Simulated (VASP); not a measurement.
# H4C in VASP: further runs

The runs below take H4C through single point, with PBE+D3(BJ).

Everything below comes from runs of VASP 6.6.1. Logs are shortened: lines on timing, memory, paths and dates and some standing lists are left out, and cuts for length are marked.

## 1. The cell of the first run

The cell holds an amorphous packing of atoms, 30 atoms: a = 7.230 Å, b = 7.230 Å, c = 7.230 Å, α = 90.00°, β = 90.00°, γ = 90.00°.

## 2. Single point, PBE+D3(BJ)

File INCAR:

```
SYSTEM = H4C
PREC = Accurate
ENCUT = 520
EDIFF = 1E-7
ISMEAR = -1
SIGMA = 0.02
LREAL = Auto
LASPH = .True.
NELM = 100
ALGO = Normal
ISIF = 2
LWAVE = .False.
LCHARG = .False.
GGA = PE
IVDW = 12
NBANDS = 45
```

File KPOINTS:

```
regular mesh
0
Gamma
  1 1 1
  0 0 0
```

File POSCAR:

```
H4C
1.0
    7.2304270000      0.0000000000      0.0000000000
    0.0000000000      7.2304270000      0.0000000000
    0.0000000000      0.0000000000      7.2304270000
C H
6 24
Direct
    0.8431231000      0.4175641000      0.9153480000
    0.8913196000      0.5487286000      0.4069282000
    0.0303142000      0.1196717000      0.5195014000
    0.2748187000      0.6515150000      0.6317433000
    0.6033341000      0.9856607000      0.3259073000
    0.4822601000      0.0921468000      0.8192676000
    0.9371036000      0.5047991000      0.9945303000
    0.8063510000      0.2963200000      0.9969556000
    0.9105966000      0.3737640000      0.7879079000
    0.7184410000      0.4953735000      0.8819982000
    0.7667896000      0.6323704000      0.3924908000
    0.8979222000      0.4486322000      0.2944593000
    0.8879211000      0.4759243000      0.5388376000
    1.0126455000      0.6379873000      0.4019250000
    0.1027095000      0.2039528000      0.6213236000
   -0.0573972000      0.0196447000      0.5903070000
    0.1307925000      0.0467668000      0.4340549000
   -0.0548479000      0.2083226000      0.4323203000
    0.2485932000      0.7560796000      0.5264315000
    0.2706406000      0.5146549000      0.5687833000
    0.1693652000      0.6607029000      0.7390152000
    0.4106758000      0.6746226000      0.6927434000
    0.5073852000      1.0906598000      0.3757179000
    0.6271328000      0.8838268000      0.4344228000
    0.7340333000      1.0507221000      0.2885328000
    0.5447853000      0.9174340000      0.2049558000
    0.3940681000      0.1958930000      0.7546842000
    0.4854327000      0.1146168000      0.9682546000
    0.6219315000      0.1033670000      0.7637866000
    0.4276082000     -0.0452895000      0.7903448000
```

Potentials or basis: VASP PAW PBE potentials, release 64 (C, H).

Command:

```
cat potpaw_PBE.64/C/POTCAR potpaw_PBE.64/H/POTCAR > POTCAR
mpirun -np 1 vasp_gam > vasp.out
```

OUTCAR:

```text
SYSTEM = H4C
   PREC = Accurate
   ENCUT = 520
   EDIFF = 1E-7
   ISMEAR = -1
   LREAL = Auto
   LASPH = .True.
   NELM = 100
   ISIF = 2
   GGA = PE
   IVDW = 12
 IVDW          = 12

 ion  position               nearest neighbor table
   1  0.843  0.418  0.915-   9 1.09   7 1.09   8 1.09  10 1.09
   2  0.891  0.549  0.407-  13 1.09  11 1.09  14 1.09  12 1.09
   3  0.030  0.120  0.520-  18 1.09  17 1.09  16 1.09  15 1.09
   4  0.275  0.652  0.632-  20 1.09  19 1.09  21 1.09  22 1.09
   5  0.603  0.986  0.326-  23 1.09  26 1.09  25 1.09  24 1.09
   6  0.482  0.092  0.819-  28 1.09  30 1.09  27 1.09  29 1.09
   7  0.937  0.505  0.995-   1 1.09
   8  0.806  0.296  0.997-   1 1.09
   9  0.911  0.374  0.788-   1 1.09
  10  0.718  0.495  0.882-   1 1.09
  11  0.767  0.632  0.392-   2 1.09
  12  0.898  0.449  0.294-   2 1.09
[... 16 lines left out ...]
  29  0.622  0.103  0.764-   6 1.09
  30  0.428  0.955  0.790-   6 1.09

  LATTYP: Found a simple cubic cell.
 ALAT       =     7.2304270000

  Lattice vectors:

 A1 = (   7.2304270000,   0.0000000000,   0.0000000000)
 A2 = (   0.0000000000,   7.2304270000,   0.0000000000)
 A3 = (   0.0000000000,   0.0000000000,   7.2304270000)

Analysis of symmetry for initial positions (statically):
=====================================================================
 Subroutine PRICEL returns:
 Original cell was already a primitive cell.

 Routine SETGRP: Setting up the symmetry group for a
 simple cubic supercell.

 Subroutine GETGRP returns: Found  1 space group operations
 (whereof  1 operations were pure point group operations)
 out of a pool of 48 trial point group operations.

The static configuration has the point symmetry C_1 .

Analysis of symmetry for dynamics (positions and initial velocities):
=====================================================================
 Subroutine PRICEL returns:
 Original cell was already a primitive cell.

 Routine SETGRP: Setting up the symmetry group for a
 simple cubic supercell.

 Subroutine GETGRP returns: Found  1 space group operations
 (whereof  1 operations were pure point group operations)
 out of a pool of 48 trial point group operations.

The dynamic configuration has the point symmetry C_1 .

 Subroutine INISYM returns: Found  1 space group operations
 (whereof  1 operations are pure point group operations),
 and found     1 'primitive' translations

----------------------------------------------------------------------------------------

                                     Primitive cell

  volume of cell :     378.0000

  direct lattice vectors                    reciprocal lattice vectors
     7.230427000  0.000000000  0.000000000     0.138304418  0.000000000  0.000000000
     0.000000000  7.230427000  0.000000000     0.000000000  0.138304418  0.000000000
     0.000000000  0.000000000  7.230427000     0.000000000  0.000000000  0.138304418

  length of vectors
     7.230427000  7.230427000  7.230427000     0.138304418  0.138304418  0.138304418

  position of ions in fractional coordinates (direct lattice)
     0.843123100  0.417564100  0.915348000
     0.891319600  0.548728600  0.406928200
     0.030314200  0.119671700  0.519501400
     0.274818700  0.651515000  0.631743300
     0.603334100  0.985660700  0.325907300
     0.482260100  0.092146800  0.819267600
[... 22 lines left out ...]
     0.621931500  0.103367000  0.763786600
     0.427608200  0.954710500  0.790344800

  ion indices of the primitive-cell ions
   primitive index   ion index
                 1           1
                 2           2
                 3           3
                 4           4
                 5           5
                 6           6
[... 22 lines left out ...]
                29          29
                30          30

----------------------------------------------------------------------------------------

 KPOINTS: regular mesh

Automatic generation of k-mesh.
 Grid dimensions read from file:
 generate k-points for:    1    1    1

 Generating k-lattice:

  Cartesian coordinates                     Fractional coordinates (reciprocal lattice)
     0.138304418  0.000000000  0.000000000     1.000000000  0.000000000  0.000000000
     0.000000000  0.138304418  0.000000000     0.000000000  1.000000000  0.000000000
     0.000000000  0.000000000  0.138304418     0.000000000  0.000000000  1.000000000

  Length of vectors
     0.138304418  0.138304418  0.138304418

  Shift w.r.t. Gamma in fractional coordinates (k-lattice)
     0.000000000  0.000000000  0.000000000

 Subroutine IBZKPT returns following result:
 ===========================================

 Found      1 irreducible k-points:

 Following reciprocal coordinates:
            Coordinates               Weight
  0.000000  0.000000  0.000000      1.000000
   k-points           NKPTS =      1   k-points in BZ     NKDIM =      1   number of bands    NBANDS=     45
[... 6 lines left out ...]
   NGXF,Y,Z  is equivalent  to a cutoff of  24.83, 24.83, 24.83 a.u.
 SYSTEM =  H4C
   PREC   = accura    normal or accurate (medium, high low for compatibility)
   ISTART =      0    job   : 0-new  1-cont  2-samecut
   ICHARG =      2    charge: 1-file 2-atom 10-const
   ISPIN  =      1    spin polarized calculation?
   LNONCOLLINEAR =      F non collinear calculations
   LSORBIT =      F    spin-orbit coupling
   LASPH  =      T    aspherical Exc in radial PAW
   ENCUT  =  520.0 eV  38.22 Ry    6.18 a.u.  13.44 13.44 13.44*2*pi/ulx,y,z
   NELM   =    100;   NELMIN=  2; NELMDL= -5     # of ELM steps
   EDIFF  = 0.1E-06   stopping-criterion for ELM
   LREAL  =      T    real-space projection
   EDIFFG = 0.1E-05   stopping-criterion for IOM
   NSW    =      0    number of steps for IOM
   IBRION =     -1    ionic relax: 0-MD 1-quasi-New 2-CG
   NFREE  =      0    steps in history (QN), initial steepest desc. (CG)
   ISIF   =      2    stress and relaxation
   ISYM   =      2    0-nonsym 1-usesym 2-fastsym
   POTIM  = 0.5000    time-step for ionic-motion
   TEBEG  =    0.0;   TEEND  =   0.0 temperature during run
   PSTRESS=    0.0 pullay stress
   NELECT =      48.0000    total number of electrons
   NUPDOWN=      -1.0000    fix difference up-down
   EMIN   =  10.00;   EMAX   =-10.00  energy-range for DOS
   EFERMI =   0.00;   METHOD = LEGACY
   ISMEAR =    -1;   SIGMA  =   0.02  broadening in eV -4-tet -1-fermi 0-gaus
   EFERMI_NEDOS =   21; number of points for ismear=-14 and -15
   IALGO  =     38    algorithm
   IMIX   =      4    mixing-type and parameters
     AMIX     =   0.40;   BMIX     =  1.00
     AMIX_MAG =   1.60;   BMIX_MAG =  1.00
  volume/ion in A,a.u.               =      12.60        85.03
  Fermi-wavevector in a.u.,A,eV,Ry     =   0.822857  1.554975  9.212429  0.677094
  Thomas-Fermi vector in A             =   1.934266
   LORBIT       =      0    0 simple, 1 ext, 2 COOP (PROOUT), +10 PAW based schemes
   GGA     = PE    functional components
   LHFCALC =     F    Hartree Fock is set to
   AEXX    =    0.0000 exact exchange contribution
   IVDW    =    12    specifies the selected vdW correction
   LEPSILON=     F    determine dielectric tensor
   LRPA    =     F    only Hartree local field effects (RPA)
 non-spin polarized calculation
  energy-cutoff  :      520.00
  volume of cell :      378.00
 maximum number of plane-waves:      5066
 NGX is ok and might be reduce to    54
   NGX = 27   NGY = 27   NGZ = 27

 number of electron      48.0000002 magnetization

 Free energy of the ion-electron system (eV)
  ---------------------------------------------------
  ext. energy  EPLUGINS =         0.00000000
  ---------------------------------------------------
  free energy    TOTEN  =      -143.78807619 eV

  energy without entropy =     -143.78807619  energy(sigma->0) =     -143.78807619

 E-fermi :  -6.0644     XC(G=0):  -5.4177

 val. band max:       -6.5619734526   @ k =   0.0000   0.0000   0.0000
 cond. band min:       0.5967856407   @ k =   0.0000   0.0000   0.0000
 fundamental gap:      7.1587590933
 Fermi energy:        -6.0644210658

 k-point     1 :       0.0000    0.0000    0.0000
  band No.  band energies     occupation
      1     -15.4351      2.00000
      2     -15.0501      2.00000
      3     -15.0243      2.00000
      4     -14.9677      2.00000
      5     -14.8433      2.00000
      6     -14.6937      2.00000
[... 28 lines left out ...]
     35       4.2520      0.00000
     36       4.5333      0.00000
 [bands above 36 left out]

------------------------ aborting loop because EDIFF is reached ----------------------------------------

 Edisp (eV)   -0.81943

 E8    (eV) :    -0.1736

  FORCE on cell =-STRESS in cart. coord.  units (eV):
  Direction    XX          YY          ZZ          XY          YZ          ZX
  --------------------------------------------------------------------------------------
  -------------------------------------------------------------------------------------
  Total       2.17354     2.60577     2.60434    -0.09585     0.17953     0.75588
  in kB       9.21270    11.04471    11.03868    -0.40625     0.76097     3.20386
  external pressure =       10.43 kB  Pullay stress =        0.00 kB

 VOLUME and BASIS-vectors are now :
 -----------------------------------------------------------------------------
  energy-cutoff  :      520.00
  volume of cell :      378.00
      direct lattice vectors                 reciprocal lattice vectors
     7.230427000  0.000000000  0.000000000     0.138304418  0.000000000  0.000000000
     0.000000000  7.230427000  0.000000000     0.000000000  0.138304418  0.000000000
     0.000000000  0.000000000  7.230427000     0.000000000  0.000000000  0.138304418

 POSITION                                       TOTAL-FORCE (eV/Angst)
 -----------------------------------------------------------------------------------
      6.09614      3.01917      6.61836         0.096179     -0.026632     -0.038414
      6.44462      3.96754      2.94226        -0.138430      0.071117     -0.022290
      0.21918      0.86528      3.75622        -0.024916     -0.077062     -0.037260
      1.98706      4.71073      4.56777         0.152392     -0.052893      0.062344
      4.36236      7.12675      2.35645        -0.027443     -0.087279     -0.096251
      3.48695      0.66626      5.92365        -0.001198     -0.003013      0.092845
[... 22 lines left out ...]
      4.49683      0.74739      5.52250         0.156373      0.026989     -0.071445
      3.09179      6.90296      5.71453        -0.077892     -0.099706     -0.025703
 -----------------------------------------------------------------------------------
    total drift:                               -0.001281     -0.006056     -0.005561

  FREE ENERGIE OF THE ION-ELECTRON SYSTEM (eV)
  ---------------------------------------------------
  free  energy   TOTEN  =      -144.6075037103 eV

  energy  without entropy=     -144.6075037103  energy(sigma->0) =     -144.60750371
```

Wall time 1.9 min (1 thread of AMD EPYC 7R13, shared host); peak memory 0.32 GiB.

What came out:

```yaml
Free_energy: -144.6075 eV
Pressure: 1.0 GPa
Largest_force: 0.245 eV/Å
Band_gap_on_the_k_mesh: 7.16 eV
Dispersion_energy_per_atom: -0.027 eV
```

Forces in eV/Å, atoms in the order of the input:
```
C    0.096 -0.027 -0.038
C   -0.138  0.071 -0.022
C   -0.025 -0.077 -0.037
C    0.152 -0.053  0.062
C   -0.027 -0.087 -0.096
C   -0.001 -0.003  0.093
H    0.105  0.111  0.056
H   -0.041 -0.124  0.089
H    0.004 -0.103  0.030
H   -0.184  0.080 -0.041
H   -0.132  0.059 -0.073
H   -0.026  0.036 -0.066
H   -0.020  0.149 -0.039
H    0.001  0.043 -0.067
H    0.107  0.077  0.079
H   -0.061 -0.129  0.100
H    0.158 -0.108 -0.093
H    0.040 -0.075  0.051
H    0.041  0.129 -0.069
H    0.003 -0.157 -0.074
H   -0.142  0.015  0.112
H    0.201  0.000  0.080
H   -0.146  0.174  0.092
H    0.011 -0.039  0.114
H    0.100  0.011 -0.070
H   -0.050 -0.125 -0.101
H   -0.080  0.139 -0.080
H   -0.025  0.085  0.107
H    0.156  0.027 -0.071
H   -0.078 -0.100 -0.026
```

Stress tensor (GPa, compression positive):
```
 0.92 -0.04  0.32
-0.04  1.10  0.08
 0.32  0.08  1.10
```

Caveat: the k points lie up to 0.87 Å⁻¹ apart.

## 3. Single point, PBE+D3(BJ)

File INCAR:

```
SYSTEM = H4C
PREC = Accurate
ENCUT = 520
EDIFF = 1E-6
ISMEAR = -1
SIGMA = 0.02
LREAL = Auto
LASPH = .TRUE.
NELM = 100
ALGO = Normal
ISIF = 2
LWAVE = .FALSE.
LCHARG = .FALSE.
GGA = PE
IVDW = 12
NBANDS = 45
```

File KPOINTS:

```
regular mesh
0
G
  1 1 1
  0 0 0
```

File POSCAR:

```
H4C
1.0
    7.2304270000      0.0000000000      0.0000000000
    0.0000000000      7.2304270000      0.0000000000
    0.0000000000      0.0000000000      7.2304270000
C H
6 24
Direct
    0.8185132081      0.5173553374      0.8395493102
    0.8394939884      0.5831190883      0.3662715909
   -0.0098472746      0.0214648457      0.5615297686
    0.3341849658      0.6260487797      0.7403712118
    0.5623042733      0.9100569026      0.2897200954
    0.5663842537      0.0824985855      0.8264933731
    0.7617115836      0.5845159629      0.7054908375
    0.8442654908      0.6357300890      0.9455734772
    0.9235692443      0.4164760947      0.7929960430
    0.7331655516      0.4300437581      0.9352836285
    0.9035151036      0.6841642962      0.2735799698
    0.9071248489      0.4506926078      0.4059372980
    0.7008991309      0.5644203309      0.3096497620
    0.8058583539      0.6672220050      0.4781875261
    0.1162863549      0.0682947217      0.6230199129
   -0.0462075061     -0.0954023877      0.6261732537
    0.0235947338      0.0057811247      0.4165175860
   -0.1211546704      0.1366447652      0.5570210445
    0.2333472145      0.6631973464      0.6096043844
    0.3129828985      0.4766246862      0.7534548098
    0.3099263709      0.7083260781      0.8570863104
    0.4510936906      0.6989213777      0.6713849680
    0.5519867637      1.0692176271      0.3268410012
    0.6802917725      0.8779011253      0.3610575143
    0.5966452604      0.8964892392      0.1401991888
    0.4135440410      0.8349161121      0.3174363008
    0.4370143008      0.0575899598      0.9294333516
    0.7025449534      0.1064390803      0.9074429491
    0.5187937033      0.2101259027      0.7752930774
    0.6036711248     -0.0519056482      0.7263471438
```

Potentials or basis: VASP PAW PBE potentials, release 64 (C, H).

Command:

```
cat potpaw_PBE.64/C/POTCAR potpaw_PBE.64/H/POTCAR > POTCAR
mpirun -np 1 vasp_gam > vasp.out
```

Run time: 1.7 min. Hardware: 1 thread of AMD EPYC 7R13, shared host; peak memory 0.3 GiB.

It converged, with:

```yaml
Free_energy: -141.5412 eV
Pressure: -1.4 GPa
Largest_force: 5.080 eV/Å
Band_gap_on_the_k_mesh: 5.76 eV
Dispersion_energy_per_atom: -0.028 eV
```

Forces on the atoms (eV/Å):
```
C   -0.746  1.035  0.679
C   -0.380 -0.446 -1.153
C   -0.307  4.576 -2.185
C   -1.376  1.024 -4.689
C   -3.969  2.282 -1.424
C    0.369 -3.270  1.877
H   -0.125 -1.216  2.042
H    0.922 -1.242 -1.532
H    0.593  0.882  0.495
H   -0.596  0.402 -1.271
H    0.742 -0.690 -0.270
H    0.006  0.813 -0.448
H   -0.115 -0.686 -0.380
H    0.038  0.737  1.947
H    0.669  0.668  0.576
H   -1.412 -3.252  1.566
H    0.091 -0.618 -0.524
H    1.096 -1.286  0.612
H    0.690 -0.369  2.487
H    0.909  0.141  0.174
H   -0.923  0.641  1.440
H    0.542 -1.446  0.511
H   -0.414 -1.856 -0.780
H    1.647 -1.443  1.748
H   -0.352  0.115  0.578
H    2.849  1.102 -0.065
H    2.290 -0.399 -1.296
H   -1.639 -0.170 -0.572
H    0.148  1.161 -1.694
H   -1.244  2.809  1.552
```

Stress tensor (GPa, compression positive):
```
-1.59  0.19  0.43
 0.19 -2.01 -0.83
 0.43 -0.83 -0.72
```

Levels at points of the mesh, in eV from the valence-band top:
```tsv
k point	band 22	band 23	band 24	band 25	band 26	band 27
(0.00, 0.00, 0.00)	-0.81	-0.58	0.00	5.76	7.61	7.75
```

Caveat: the k points lie up to 0.87 Å⁻¹ apart.

## 4. Single point, PBE+D3(BJ)

File INCAR:

```
SYSTEM = H4C
  PREC = Accurate
  ENCUT = 520
  EDIFF = 1E-6
  ISMEAR = -1
  SIGMA = 0.02
  LREAL = Auto
  LASPH = .TRUE.
  NELM = 60
  ALGO = Normal
  ISIF = 2
  LWAVE = .FALSE.
  LCHARG = .FALSE.
  GGA = PE
  IVDW = 12
  NBANDS = 45
```

KPOINTS is that of step 3.

File POSCAR:

```
H4C
1.0
    7.2304270000      0.0000000000      0.0000000000
    0.0000000000      7.2304270000      0.0000000000
    0.0000000000      0.0000000000      7.2304270000
C H
6 24
Direct
    0.8212931269      0.4796812138      0.8381524355
    0.8152630543      0.4517437214      0.3416810653
    0.0118941800     -0.0075652517      0.6178473277
    0.3414182869      0.6222315777      0.7906033765
    0.4412602465      0.9347580717      0.3257069050
    0.5249897413      0.0881828971      0.8089010511
    0.8149311237      0.3280719106      0.8644302750
    0.7555846978      0.5269674945      0.7114240971
    0.9487959701      0.5405351579      0.8509732551
    0.7355997094      0.5792189037      0.9283407467
    0.9210935952      0.5811275046      0.2904946001
    0.8798097263      0.3234663734      0.4056330283
    0.7668979992      0.4162271468      0.1991721927
    0.7182286745      0.5376169347      0.4282043094
    0.1214036183      0.0407721425      0.7113134535
   -0.1077529723     -0.0912255943      0.6578864568
    0.0491810511     -0.0487246466      0.4609686261
   -0.0636338628      0.1334361027      0.5955941468
    0.2578409270      0.5984293874      0.6761426400
    0.4629878706      0.5623457646      0.7325155209
    0.2866912286      0.5704780644      0.9163774145
    0.3636576374      0.7726514630      0.8145991931
    0.3506017003      0.9551994647      0.2251319320
    0.5631755912      0.9882265598      0.2870231592
    0.4667082594      0.7835636816      0.3447514234
    0.3781934317      0.9708002031      0.4459764271
    0.3893684287      0.0527769660      0.8940689118
    0.6085809317      0.1229664583      0.9244129012
    0.5136902703      0.2393772871      0.7892618237
    0.5751389233      0.0092249047      0.6789225588
```

Command:

```
cat potpaw_PBE.64/C/POTCAR potpaw_PBE.64/H/POTCAR > POTCAR
mpirun -np 1 vasp_gam > vasp.out
```

Run time: 99 s. Hardware: 1 thread of AMD EPYC 7R13, shared host; peak memory 0.3 GiB.

It converged, with:

```yaml
Free_energy: -141.3510 eV
Pressure: 0.4 GPa
Largest_force: 4.671 eV/Å
Band_gap_on_the_k_mesh: 6.32 eV
Dispersion_energy_per_atom: -0.027 eV
```

Forces in eV/Å, atoms in the order of the input:
```
C   -3.263  1.028  0.728
C    1.671  2.409 -1.721
C   -1.455  2.285 -3.280
C    0.915  1.983  0.161
C    0.681 -4.244  1.521
C   -2.108  0.929  0.368
H   -0.105  0.951  0.031
H    0.418 -0.708 -0.654
H    2.697  0.529 -0.072
H    0.488 -1.677  0.130
H   -1.110 -2.680  1.339
H   -0.313  1.514 -0.233
H   -0.484 -0.033  1.067
H    0.203 -1.235 -0.573
H    0.067 -1.107 -0.067
H    0.665 -0.472  0.692
H    0.001  0.463  2.648
H    0.684 -1.247  0.010
H   -2.144  0.101 -1.313
H    1.282 -0.528  0.662
H   -0.178 -1.015  0.836
H   -0.112 -0.637 -0.435
H   -3.053  0.405 -3.512
H    3.393  1.990 -0.466
H   -0.209  0.319 -0.403
H   -0.807  1.463  2.767
H    1.530 -0.123 -1.879
H    1.980 -1.306  0.957
H   -0.716 -0.166 -1.366
H   -0.617  0.807  2.056
```

Stress tensor (GPa, compression positive):
```
 3.67  0.94  2.62
 0.94 -3.39 -1.27
 2.62 -1.27  0.88
```

Levels at points of the mesh, in eV from the valence-band top:
| k point | band 21 | band 22 | band 23 | band 24 | band 25 | band 26 | band 27 | band 28 |
| --- | --- | --- | --- | --- | --- | --- | --- | --- |
| (0.00, 0.00, 0.00) | -0.38 | -0.18 | -0.12 | 0.00 | 6.32 | 8.24 | 8.59 | 8.83 |

Caveat: the k points lie up to 0.87 Å⁻¹ apart.
